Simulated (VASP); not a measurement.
## Te2Mo: single point with RPBE+D3(BJ)

The system is Te2Mo.

```
Te Mo
1.0
     6.37192    0.00000    0.00000
     0.00000    3.49197    0.00000
    -0.95307    0.00000   13.91920
Te Mo
8 4
Direct
  0.94370 0.75000 0.60450
  0.05630 0.25000 0.39550
  0.90300 0.25000 0.85140
  0.09700 0.75000 0.14860
  0.41120 0.75000 0.89550
  0.58880 0.25000 0.10450
  0.44320 0.25000 0.64840
  0.55680 0.75000 0.35160
  0.81670 0.75000 0.99260
  0.18330 0.25000 0.00740
  0.68190 0.25000 0.49340
  0.31810 0.75000 0.50660
```

```
Program                : VASP 6.6.1
Task                   : single point
Functional             : RPBE
Dispersion             : D3(BJ)
Potentials or basis    : VASP PAW PBE potentials, release 64 (Te, Mo_sv)
Cutoff                 : 520 eV
k mesh                 : 4 × 8 × 2
Occupations            : fermi-dirac, width 0.05 eV
Spin                   : no spin polarisation
Dipole correction      : no
Further INCAR settings : ALGO = Normal; EDIFF = 1e-07; NBANDS = 64
```

The pressure is -18.8 GPa, the largest force is 1.081 eV/Å and the band gap on the k mesh is zero (bands 52 and 53 overlap by 0.16 eV). The dispersion energy per atom is -2.603 eV.

Forces in eV/Å, atoms in the order of the input:
```
Te   0.056  0.000 -1.049
Te  -0.056  0.000  1.049
Te  -0.037  0.000  0.967
Te   0.037  0.000 -0.967
Te   0.079  0.000  1.078
Te  -0.079  0.000 -1.078
Te   0.034  0.000 -1.009
Te  -0.034  0.000  1.009
Mo   0.325  0.000  0.072
Mo  -0.325  0.000 -0.072
Mo  -0.409  0.000  0.069
Mo   0.409  0.000 -0.069
```

Stress tensor (GPa, compression positive):
```
-19.25   0.00   0.07
  0.00 -20.98   0.00
  0.07   0.00 -16.15
```

Levels at points of the mesh, in eV from the Fermi level:
| k point | band 50 | band 51 | band 52 | band 53 | band 54 | band 55 |
| --- | --- | --- | --- | --- | --- | --- |
| (0.00, 0.00, 0.00) | -0.12 | 0.08 | 0.10 | 0.44 | 0.67 | 0.87 |
| (0.50, 0.00, 0.00) | -0.81 | -0.65 | -0.57 | -0.05 | 0.01 | 0.86 |
| (0.00, 0.50, 0.00) | -1.48 | -1.44 | -1.44 | 1.02 | 1.02 | 1.15 |
| (0.50, 0.50, 0.00) | -1.04 | -0.96 | -0.96 | 1.00 | 1.00 | 1.06 |
| (0.00, 0.00, 0.50) | -0.04 | -0.02 | -0.02 | 0.46 | 0.56 | 0.89 |
| (0.50, 0.00, 0.50) | -0.80 | -0.64 | -0.42 | -0.01 | 0.04 | 0.82 |
| (0.00, 0.50, 0.50) | -1.52 | -1.44 | -1.44 | 1.01 | 1.01 | 1.14 |
| (0.50, 0.50, 0.50) | -1.03 | -0.95 | -0.95 | 1.01 | 1.01 | 1.03 |

Run time: 8.2 min on 1 thread of AMD EPYC 9R45 96-Core Processor (Zen 5), with other jobs on the host, peak memory 0.62 GiB.

Caveat: the cell stands under tension; the PAW data sets were made with another functional, which shifts forces and pressure a little; spin-orbit coupling is left out, which moves the levels of the heavy elements.
